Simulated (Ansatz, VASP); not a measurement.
One calculation of As, two programs

File INCAR:

```
SYSTEM = As
PREC = Accurate
ENCUT = 520
EDIFF = 1E-7
ISMEAR = 0
SIGMA = 0.05
LREAL = .FALSE.
LASPH = .TRUE.
NELM = 80
ALGO = Normal
ISIF = 2
LWAVE = .FALSE.
LCHARG = .TRUE.
LDIPOL = .TRUE.
IDIPOL = 3
DIPOL = 0.5 0.5 0.392
GGA = PE
IVDW = 12
LELF = .TRUE.
LVHAR = .TRUE.
LVACPOTAV = .TRUE.
NBANDS = 18
```

The input KPOINTS:

```
Automatic mesh
0
G
  9 9 1
  0 0 0
```

The input POSCAR:

```
As
1.0
    3.5713380906      0.0000000000      0.0000000000
   -1.7856690453      3.0928695120      0.0000000000
    0.0000000000      0.0000000000     20.2952802043
As
4
Direct
    0.3333333333      0.6666666667      0.2905917062
    0.6666666667      0.3333333333      0.2217264287
    0.8333333333      0.3333333333      0.5624598473
    0.5000000000      0.6666666667      0.4935945698
```

Input for Ansatz:

```yaml
crystal:
  lattice:
    - [3.5713380906, 0.0, 0.0]
    - [-1.7856690453, 3.092869512, 0.0]
    - [0.0, 0.0, 20.2952802043]
  atoms:
    - { symbol: As, position: [0.3333333333, 0.6666666667, 0.2905917062] }
    - { symbol: As, position: [0.6666666667, 0.3333333333, 0.2217264287] }
    - { symbol: As, position: [0.8333333333, 0.3333333333, 0.5624598473] }
    - { symbol: As, position: [0.5, 0.6666666667, 0.4935945698] }
basis:
  ecutwfc: 420
kpoints:
  mp_grid: { grid: [9, 9, 1] }
hamiltonian:
  xc: pbe
  dispersion: d3bj
scf:
  occupations: { method: gaussian, width: 0.05 }
output:
  forces: true
  eigenvalues: true
efield:
  axis: 3
  dipole_correction: true
  ramp_width: 0.04
```

Alike in both runs: task single point; functional PBE; dispersion D3(BJ); k mesh 9 × 9 × 1; occupations gaussian, width 0.05 eV; no spin polarisation.

|  | VASP | Ansatz |
| --- | --- | --- |
| version | VASP 6.6.1 | Ansatz 0.2.0 |
| potentials or method | VASP PAW PBE potentials, release 64 (As), cutoff 520 eV | scalar-relativistic, plane waves, PAW |
| valence electrons in the cell | 20 | 60 |

|  | VASP | Ansatz | Ansatz less VASP |
| --- | --- | --- | --- |
| gap on the k mesh at the Fermi level (eV) | 1.34 | 1.34 | -0.004 |
| least direct gap on the mesh (eV) | 1.91 | 1.92 | +0.012 |
| rms of the force components (eV/Å) | 0.065 | 0.020 | -0.0452 |

Atom by atom the forces differ by 0.053 eV/Å (rms over components). VASP's potentials hold 20 valence electrons a cell and Ansatz's 60, so a difference there can come from the potentials and not from the codes.
